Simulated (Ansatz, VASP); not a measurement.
**Bi6O: VASP beside Ansatz**

The input INCAR:

```
ALGO = Normal
EDIFF = 1E-6
ENCUT = 520
GGA = PE
ISIF = 2
ISMEAR = 0
LASPH = T
LCHARG = F
LREAL = F
LWAVE = F
NBANDS = 57
NELM = 60
PREC = Accurate
SIGMA = 0.2
```

File KPOINTS:

```
k-points
0
Gamma
  6 6 6
```

POSCAR

```
Bi6O
1.0
   -3.1986386992      5.5402047420      0.0000000000
   -6.3972773983      0.0000000000      0.0000000000
   -3.1986386992      1.8467349140      5.9456820856
Bi O
6 1
Direct
    0.4825907688      0.3312406928      0.2795491383
    0.3312406928      0.9066194001      0.2795491383
    0.9066194001      0.4825907688      0.2795491383
    0.0800172343      0.4237241960      0.7660457045
    0.7302128653      0.0800172343      0.7660457045
    0.4237241960      0.7302128653      0.7660457045
    0.0452335267      0.0452335267      0.8642994198
```

Input for Ansatz:

```yaml
crystal:
  lattice:
    - [-3.1986386992, 5.540204742, 0.0]
    - [-6.3972773983, 0.0, 0.0]
    - [-3.1986386992, 1.846734914, 5.9456820856]
  atoms:
    - { symbol: Bi, position: [0.4825907688, 0.3312406928, 0.2795491383] }
    - { symbol: Bi, position: [0.3312406928, 0.9066194001, 0.2795491383] }
    - { symbol: Bi, position: [0.9066194001, 0.4825907688, 0.2795491383] }
    - { symbol: Bi, position: [0.0800172343, 0.423724196, 0.7660457045] }
    - { symbol: Bi, position: [0.7302128653, 0.0800172343, 0.7660457045] }
    - { symbol: Bi, position: [0.423724196, 0.7302128653, 0.7660457045] }
    - { symbol: O, position: [0.0452335267, 0.0452335267, 0.8642994198] }
basis:
  ecutwfc: 420
kpoints:
  mp_grid: { grid: [6, 6, 6] }
hamiltonian:
  xc: pbe
scf:
  occupations: { method: gaussian, width: 0.2 }
  lower_state_search: "off"
output:
  forces: true
  stress: true
  eigenvalues: true
```

Alike in both runs: task single point; functional PBE; k mesh 6 × 6 × 6; occupations gaussian, width 0.2 eV; no spin polarisation.

|  | VASP | Ansatz |
| --- | --- | --- |
| version | VASP 6.6.1 | Ansatz 0.2.0 |
| potentials or method | VASP PAW PBE potentials, release 64 (Bi_d, O), cutoff 520 eV | scalar-relativistic, plane waves, PAW |
| valence electrons in the cell | 96 | 96 |

Ansatz gave:

```
gap on the k mesh at the Fermi level (eV)                     : none
pressure (GPa)                                                : 0.0
traceless stress, the component that is largest in VASP (GPa) : -0.05
rms of the force components (eV/Å)                            : 0.005
```

Task: Which values does VASP return?

Result: gap on the k mesh at the Fermi level (eV): none; pressure (GPa): 0.0; traceless stress, the component that is largest in VASP (GPa): -0.08; rms of the force components (eV/Å): 0.008.

Atom by atom the forces differ by 0.009 eV/Å (rms over components). A gap of «none» marks a metal or a gap that the smearing closes. With one functional, cell and mesh, what is left measures potentials, basis and numerics.

Neither program's run includes spin-orbit coupling.
